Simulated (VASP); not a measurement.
# Mo12C in VASP: relaxation of the atoms with LDA

Aim: the relaxation of the atoms of Mo12C with LDA.

Everything below comes from runs of VASP 6.6.1. Logs are shortened: lines on timing, memory, paths and dates and some standing lists are left out, and cuts for length are marked.

## 1. The cell of the first run

The cell holds a slab with vacuum, 13 atoms: a = 5.389 Å, b = 5.389 Å, c = 19.741 Å, α = 90.00°, β = 90.00°, γ = 109.47°.

## 2. Relaxation of the atoms, LDA

INCAR reads:

```
SYSTEM = Mo12C
PREC = Accurate
ENCUT = 520
EDIFF = 1E-7
ISMEAR = 0
SIGMA = 0.1
LREAL = .FALSE.
LASPH = .TRUE.
NELM = 120
ALGO = Normal
ISIF = 2
LWAVE = .FALSE.
LCHARG = .FALSE.
LDIPOL = .TRUE.
IDIPOL = 3
DIPOL = 0.5 0.5 0.323
IBRION = 2
NSW = 36
EDIFFG = -0.025
GGA_COMPAT = .FALSE.
NELMIN = 4
NELMDL = -8
KPAR = 8
```

KPOINTS reads:

```
Automatic mesh
0
G
  5 5 1
  0 0 0
```

POSCAR reads:

```
Mo12C
1.0
    5.3887247571      0.0000000000      0.0000000000
   -1.7962415857      5.0805384236      0.0000000000
    0.0000000000      0.0000000000     19.7413781192
Mo C
12 1
Selective dynamics
Direct
    0.2500000000      0.2500000000      0.2026200996  F F F
    0.2500000000      0.7500000000      0.2026200996  F F F
    0.7500000000      0.2500000000      0.2026200996  F F F
    0.7500000000      0.7500000000      0.2026200996  F F F
    0.0000000000      0.0000000000      0.3100443415  F F F
    0.0000000000      0.5000000000      0.3100443415  F F F
    0.5000000000      0.0000000000      0.3100443415  F F F
    0.5000000000      0.5000000000      0.3100443415  F F F
    0.2500000000      0.2500000000      0.4174672138  F F F
    0.2500000000      0.7500000000      0.4174672138  F F F
    0.7500000000      0.2500000000      0.4174672138  F F F
    0.7500000000      0.7500000000      0.4174672138  F F F
    0.5000000000      0.5000000000      0.4782532436  F F T
```

Potentials or basis: VASP PAW LDA potentials, release 64 (Mo_sv, C).

On the command line:

```console
$ cat potpaw_LDA.64/Mo_sv/POTCAR potpaw_LDA.64/C/POTCAR > POTCAR
$ mpirun -np 8 vasp_std > vasp.out
```

OUTCAR:

```text
SYSTEM = Mo12C
   PREC = Accurate
   ENCUT = 520
   EDIFF = 1E-7
   ISMEAR = 0
   LREAL = .FALSE.
   LASPH = .TRUE.
   NELM = 120
   ISIF = 2
   IBRION = 2
   NSW = 36
   EDIFFG = -0.025
   NELMIN = 4
   NELMDL = -8

 ion  position               nearest neighbor table
   1  0.250  0.250  0.203-   5 2.63   8 2.63   3 2.69   3 2.69   2 2.69   2 2.69   7 3.06   6 3.06
                             4 3.11   4 3.11
   2  0.250  0.750  0.203-   6 2.63   7 2.63   4 2.69   4 2.69   1 2.69   1 2.69   5 3.06   8 3.06
                             3 3.11   3 3.11
   3  0.750  0.250  0.203-   6 2.63   7 2.63   1 2.69   1 2.69   4 2.69   4 2.69   5 3.06   8 3.06
                             2 3.11   2 3.11
   4  0.750  0.750  0.203-   5 2.63   8 2.63   2 2.69   2 2.69   3 2.69   3 2.69   7 3.06   6 3.06
                             1 3.11   1 3.11
   5  0.000  0.000  0.310-   9 2.63  12 2.63   1 2.63   4 2.63   7 2.69   7 2.69   6 2.69   6 2.69
                            11 3.06  10 3.06   3 3.06   2 3.06   8 3.11   8 3.11
   6  0.000  0.500  0.310-  10 2.63  11 2.63   2 2.63   3 2.63   8 2.69   8 2.69   5 2.69   5 2.69
                             9 3.06  12 3.06   1 3.06   4 3.06   7 3.11   7 3.11
   7  0.500  0.000  0.310-  10 2.63  11 2.63   2 2.63   3 2.63   5 2.69   5 2.69   8 2.69   8 2.69
                             9 3.06  12 3.06   1 3.06   4 3.06   6 3.11   6 3.11
   8  0.500  0.500  0.310-   9 2.63  12 2.63   1 2.63   4 2.63   6 2.69   6 2.69   7 2.69   7 2.69
                            11 3.06  10 3.06   3 3.06   2 3.06   5 3.11   5 3.11
   9  0.250  0.250  0.417-  13 1.96   8 2.63   5 2.63  11 2.69  11 2.69  10 2.69  10 2.69   6 3.06
                             7 3.06  12 3.11  12 3.11
  10  0.250  0.750  0.417-  13 2.51   7 2.63   6 2.63  12 2.69  12 2.69   9 2.69   9 2.69   8 3.06
                             5 3.06  11 3.11  11 3.11
  11  0.750  0.250  0.417-  13 2.51   7 2.63   6 2.63   9 2.69   9 2.69  12 2.69  12 2.69   8 3.06
                             5 3.06  10 3.11  10 3.11
  12  0.750  0.750  0.417-  13 1.96   8 2.63   5 2.63  10 2.69  10 2.69  11 2.69  11 2.69   6 3.06
                             7 3.06   9 3.11   9 3.11
  13  0.500  0.500  0.478-   9 1.96  12 1.96  11 2.51  10 2.51

  LATTYP: Found a base centered orthorhombic cell.
 ALAT       =     6.2223633782
 B/A-ratio  =     1.4142135624
 C/A-ratio  =     3.1726495094

  Lattice vectors:

 A1 = (   5.3887247571,   0.0000000000,   0.0000000000)
 A2 = (  -1.7962415857,   5.0805384236,   0.0000000000)
 A3 = (   0.0000000000,   0.0000000000,  19.7413781192)

Analysis of symmetry for initial positions (statically):
=====================================================================
 Subroutine PRICEL returns:
 Original cell was already a primitive cell.

 Routine SETGRP: Setting up the symmetry group for a
 base centered orthorhombic supercell.

 Subroutine GETGRP returns: Found  4 space group operations
 (whereof  4 operations were pure point group operations)
 out of a pool of  8 trial point group operations.

The static configuration has the point symmetry C_2v.

Analysis of symmetry for dynamics (positions and initial velocities):
=====================================================================
 Subroutine PRICEL returns:
 Original cell was already a primitive cell.

 Routine SETGRP: Setting up the symmetry group for a
 base centered orthorhombic supercell.

 Subroutine GETGRP returns: Found  4 space group operations
 (whereof  4 operations were pure point group operations)
 out of a pool of  8 trial point group operations.

The dynamic configuration has the point symmetry C_2v.

Analysis of constrained symmetry for selective dynamics:
=====================================================================
 Subroutine PRICEL returns:
 Original cell was already a primitive cell.

 Routine SETGRP: Setting up the symmetry group for a
 base centered orthorhombic supercell.

 Subroutine GETGRP returns: Found  4 space group operations
 (whereof  4 operations were pure point group operations)
 out of a pool of  8 trial point group operations.

The constrained configuration has the point symmetry C_2v.

 Subroutine INISYM returns: Found  4 space group operations
 (whereof  4 operations are pure point group operations),
 and found     1 'primitive' translations

----------------------------------------------------------------------------------------

                                     Primitive cell

  volume of cell :     540.4720

  direct lattice vectors                    reciprocal lattice vectors
     5.388724757  0.000000000  0.000000000     0.185572662  0.065609844  0.000000000
    -1.796241586  5.080538424  0.000000000     0.000000000  0.196829532  0.000000000
     0.000000000  0.000000000 19.741378119     0.000000000  0.000000000  0.050655025

  length of vectors
     5.388724757  5.388724757 19.741378119     0.196829532  0.196829532  0.050655025

  position of ions in fractional coordinates (direct lattice)
     0.250000000  0.250000000  0.202620100
     0.250000000  0.750000000  0.202620100
     0.750000000  0.250000000  0.202620100
     0.750000000  0.750000000  0.202620100
     0.000000000  0.000000000  0.310044342
     0.000000000  0.500000000  0.310044342
     0.500000000  0.000000000  0.310044342
     0.500000000  0.500000000  0.310044342
     0.250000000  0.250000000  0.417467214
     0.250000000  0.750000000  0.417467214
     0.750000000  0.250000000  0.417467214
     0.750000000  0.750000000  0.417467214
     0.500000000  0.500000000  0.478253244

  ion indices of the primitive-cell ions
   primitive index   ion index
                 1           1
                 2           2
                 3           3
                 4           4
                 5           5
                 6           6
                 7           7
                 8           8
                 9           9
                10          10
                11          11
                12          12
                13          13

----------------------------------------------------------------------------------------

 KPOINTS: Automatic mesh

Automatic generation of k-mesh.
 Grid dimensions read from file:
 generate k-points for:    5    5    1

 Generating k-lattice:

  Cartesian coordinates                     Fractional coordinates (reciprocal lattice)
     0.037114532  0.013121969  0.000000000     0.200000000 -0.000000000  0.000000000
     0.000000000  0.039365906  0.000000000     0.000000000  0.200000000  0.000000000
     0.000000000  0.000000000  0.050655025     0.000000000  0.000000000  1.000000000

  Length of vectors
     0.039365906  0.039365906  0.050655025

  Shift w.r.t. Gamma in fractional coordinates (k-lattice)
     0.000000000  0.000000000  0.000000000

 Subroutine IBZKPT returns following result:
 ===========================================

 Found      9 irreducible k-points:

 Following reciprocal coordinates:
            Coordinates               Weight
  0.000000  0.000000  0.000000      1.000000
  0.200000  0.000000  0.000000      4.000000
  0.400000  0.000000  0.000000      4.000000
  0.200000  0.200000  0.000000      2.000000
  0.400000  0.200000  0.000000      4.000000
 -0.400000  0.200000  0.000000      4.000000
 -0.200000  0.200000  0.000000      2.000000
  0.400000  0.400000  0.000000      2.000000
 -0.400000  0.400000  0.000000      2.000000
   k-points           NKPTS =      9   k-points in BZ     NKDIM =      9   number of bands    NBANDS=    103
   number of dos      NEDOS =    301   number of ions     NIONS =     13
   total plane-waves  NPLWV = 240000
   dimension x,y,z NGX =    40 NGY =   40 NGZ =  150
   dimension x,y,z NGXF=    80 NGYF=   80 NGZF=  300
   ions per type =              12   1
   NGX,Y,Z   is equivalent  to a cutoff of  12.34, 12.34, 12.63 a.u.
   NGXF,Y,Z  is equivalent  to a cutoff of  24.68, 24.68, 25.26 a.u.
 SYSTEM =  Mo12C
   PREC   = accura    normal or accurate (medium, high low for compatibility)
   ISTART =      0    job   : 0-new  1-cont  2-samecut
   ICHARG =      2    charge: 1-file 2-atom 10-const
   ISPIN  =      1    spin polarized calculation?
   LNONCOLLINEAR =      F non collinear calculations
   LSORBIT =      F    spin-orbit coupling
   LASPH  =      T    aspherical Exc in radial PAW
   ENCUT  =  520.0 eV  38.22 Ry    6.18 a.u.  10.02 10.02 36.71*2*pi/ulx,y,z
   NELM   =    120;   NELMIN=  4; NELMDL= -8     # of ELM steps
   EDIFF  = 0.1E-06   stopping-criterion for ELM
   LREAL  =      F    real-space projection
   EDIFFG = -.3E-01   stopping-criterion for IOM
   NSW    =     36    number of steps for IOM
   IBRION =      2    ionic relax: 0-MD 1-quasi-New 2-CG
   NFREE  =      1    steps in history (QN), initial steepest desc. (CG)
   ISIF   =      2    stress and relaxation
   ISYM   =      2    0-nonsym 1-usesym 2-fastsym
   POTIM  = 0.5000    time-step for ionic-motion
   TEBEG  =    0.0;   TEEND  =   0.0 temperature during run
   PSTRESS=    0.0 pullay stress
   NELECT =     172.0000    total number of electrons
   NUPDOWN=      -1.0000    fix difference up-down
   EMIN   =  10.00;   EMAX   =-10.00  energy-range for DOS
   EFERMI =   0.00;   METHOD = LEGACY
   ISMEAR =     0;   SIGMA  =   0.10  broadening in eV -4-tet -1-fermi 0-gaus
   EFERMI_NEDOS =   21; number of points for ismear=-14 and -15
   IALGO  =     38    algorithm
   IMIX   =      4    mixing-type and parameters
     AMIX     =   0.40;   BMIX     =  1.00
     AMIX_MAG =   1.60;   BMIX_MAG =  1.00
  volume/ion in A,a.u.               =      41.57       280.56
  Fermi-wavevector in a.u.,A,eV,Ry     =   1.117703  2.112153 16.997227  1.249261
  Thomas-Fermi vector in A             =   2.254328
   LORBIT       =      0    0 simple, 1 ext, 2 COOP (PROOUT), +10 PAW based schemes
   GGA     = CA    functional components
   LHFCALC =     F    Hartree Fock is set to
   AEXX    =    0.0000 exact exchange contribution
   IVDW    =     0    specifies the selected vdW correction
   LEPSILON=     F    determine dielectric tensor
   LRPA    =     F    only Hartree local field effects (RPA)
 conjugate gradient relaxation of ions
 non-spin polarized calculation
 Gauss-broadening in eV      SIGMA  =   0.10
  energy-cutoff  :      520.00
  volume of cell :      540.47
 maximum number of plane-waves:     14600
   NGX = 21   NGY = 21   NGZ = 73

 dipolmoment           0.000000      0.000000     -0.058192 electrons x Angstroem

--------------------------------------- Ionic step        1  -------------------------------------------

 number of electron     171.9999996 magnetization

 Free energy of the ion-electron system (eV)
  ---------------------------------------------------
  ext. energy  EPLUGINS =         0.00000000
  ---------------------------------------------------
  free energy    TOTEN  =      -144.15605548 eV

  energy without entropy =     -144.09272715  energy(sigma->0) =     -144.12439132

------------------------ aborting loop because EDIFF is reached ----------------------------------------

  FORCE on cell =-STRESS in cart. coord.  units (eV):
  Direction    XX          YY          ZZ          XY          YZ          ZX
  --------------------------------------------------------------------------------------
  -------------------------------------------------------------------------------------
  Total       -9.5780297     -9.0088726      4.1885297      0.8049098      0.0000000      0.0000000
  in kB      -28.3931486    -26.7059369     12.4164938      2.3860777      0.0000000      0.0000000
  external PRESSURE =     -14.2275305 kB  Pullay stress =       0.0000000 kB
[... 81 lines left out ...]
--------------------------------------- Ionic step        3  -------------------------------------------

 number of electron     171.9999996 magnetization

 dipolmoment           0.000000      0.000000      0.107072 electrons x Angstroem

 Free energy of the ion-electron system (eV)
  ---------------------------------------------------
  ext. energy  EPLUGINS =         0.00000000
  ---------------------------------------------------
  free energy    TOTEN  =      -144.16982451 eV

  energy without entropy =     -144.10551529  energy(sigma->0) =     -144.13766990

 E-fermi :   1.0519     XC(G=0):  -5.7888

 val. band max:        1.0373428458   @ k =   0.4000   0.4000   0.0000
 cond. band min:       1.0600920545   @ k =  -0.2000   0.2000   0.0000
 fundamental gap:      0.0227492086
 Fermi energy:         1.0518732078

 k-point     1 :       0.0000    0.0000    0.0000
  band No.  band energies     occupation
      1     -59.8725      2.00000
      2     -59.6357      2.00000
      3     -59.6281      2.00000
      4     -59.6160      2.00000
      5     -59.5629      2.00000
      6     -59.5262      2.00000
[... 898 lines left out ...]
     97       1.9658      0.00000
     98       1.9957      0.00000
 [bands above 98 left out]

------------------------ aborting loop because EDIFF is reached ----------------------------------------

 vacuum level on the upper side and lower side of the slab       (xc-potential included)         0.339        -0.350

  FORCE on cell =-STRESS in cart. coord.  units (eV):
  Direction    XX          YY          ZZ          XY          YZ          ZX
  --------------------------------------------------------------------------------------
  -------------------------------------------------------------------------------------
  Total       -9.0297658     -8.2389173      5.1437171      1.1184286      0.0000000      0.0000000
  in kB      -26.7678728    -24.4234785     15.2480550      3.3154742      0.0000000      0.0000000
  external PRESSURE =     -11.9810988 kB  Pullay stress =       0.0000000 kB
[... 28 lines left out ...]
  FREE ENERGIE OF THE ION-ELECTRON SYSTEM (eV)
  ---------------------------------------------------
  free  energy   TOTEN  =      -144.1698245114 eV

  energy  without entropy=     -144.1055152862  energy(sigma->0) =     -144.13766990

 reached required accuracy - stopping structural energy minimisation

 vacuum level on the upper side and lower side of the slab         6.737         6.030
```

Wall time 11 min (8 MPI ranks of AMD EPYC 7R13 (Zen 3), shared host); peak memory 0.63 GiB.

Results:

| Property | Result |
| --- | --- |
| Free energy | -144.1698 eV |
| Energy gained by relaxing | 1.1 meV/atom |
| Ionic steps | 3 |
| Band gap on the k mesh | zero (bands 86 and 87 overlap by 1.54 eV) |

Step by step:
```csv
step,energy change (eV),largest force on free atoms (eV/Å),pressure (GPa)
1,0.0000,0.6814,-1.42
2,-0.0133,0.1247,-1.24
3,-0.0138,0.0003,-1.20
```

Final structure:
```
CELL_PARAMETERS angstrom
5.38872 0.00000 0.00000
-1.79624 5.08054 0.00000
0.00000 0.00000 19.74138
ATOMIC_POSITIONS crystal
Mo 0.25000 0.25000 0.20262
Mo 0.25000 0.75000 0.20262
Mo 0.75000 0.25000 0.20262
Mo 0.75000 0.75000 0.20262
Mo 0.00000 0.00000 0.31004
Mo 0.00000 0.50000 0.31004
Mo 0.50000 0.00000 0.31004
Mo 0.50000 0.50000 0.31004
Mo 0.25000 0.25000 0.41747
Mo 0.25000 0.75000 0.41747
Mo 0.75000 0.25000 0.41747
Mo 0.75000 0.75000 0.41747
C 0.50000 0.50000 0.47623
```

The gap in the log of VASP goes by the Fermi energy; the results here count the filled bands.